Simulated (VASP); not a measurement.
**BN: single point with PBE+D3(BJ)**

BN:

```xyz
2
Lattice="1.2511 0.7223 3.2380 -1.2511 0.7223 3.2380 0.0000 -1.4447 3.2380" Properties=species:S:1:pos:R:3 pbc="T T T"
B     0.0000    0.0000    9.7109
N     0.0000    0.0000    3.2325
```

This cell differs from its parent crystal: strain +0.000 along x and y, -0.040 along z.

```json
{
  "Program": "VASP 6.6.1",
  "Task": "single point",
  "Functional": "PBE",
  "Dispersion": "D3(BJ)",
  "Potentials or basis": "VASP PAW PBE potentials, release 64 (B, N)",
  "Cutoff": "520 eV",
  "k mesh": "12 × 12 × 12",
  "Occupations": "gaussian, width 0.05 eV",
  "Spin": "no spin polarisation"
}
```

- Pressure: 1.4 GPa
- Largest force: 0.015 eV/Å
- Band gap on the k mesh: 4.19 eV, indirect (least direct gap 4.71 eV)
- Dispersion energy per atom: -0.146 eV

Forces in eV/Å, atoms in the order of the input:
```
B    0.000  0.000  0.015
N    0.000  0.000 -0.015
```

Stress tensor (GPa, compression positive):
```
1.84 0.00 0.00
0.00 1.84 0.00
0.00 0.00 0.42
```

Levels at points of the mesh, in eV from the valence-band top:
```
           k point  band 1  band 2  band 3  band 4  band 5  band 6  band 7  band 8  band 9
(0.00, 0.00, 0.00)  -17.82   -3.94   -1.27   -1.27    5.43   11.70   11.70   13.22   14.96
(0.50, 0.00, 0.00)  -14.60   -8.95   -4.05   -0.52    5.36   10.01   13.29   15.45   20.37
(0.50, 0.50, 0.00)  -14.50   -8.78   -4.13   -1.24    4.19    9.89   14.57   18.20   20.94
(0.50, 0.50, 0.50)  -17.47   -6.31   -1.30   -1.30   10.57   11.60   11.60   12.48   17.03
```

Wall time 41 s on 1 thread of Intel(R) Xeon(R) Platinum 8375C CPU @ 2.90GHz (Ice Lake) (shared host), peak memory 0.18 GiB.

Caveat: the cell differs from its parent crystal (strain +0.000 along x and y, -0.040 along z). A k mesh can miss the band edges.
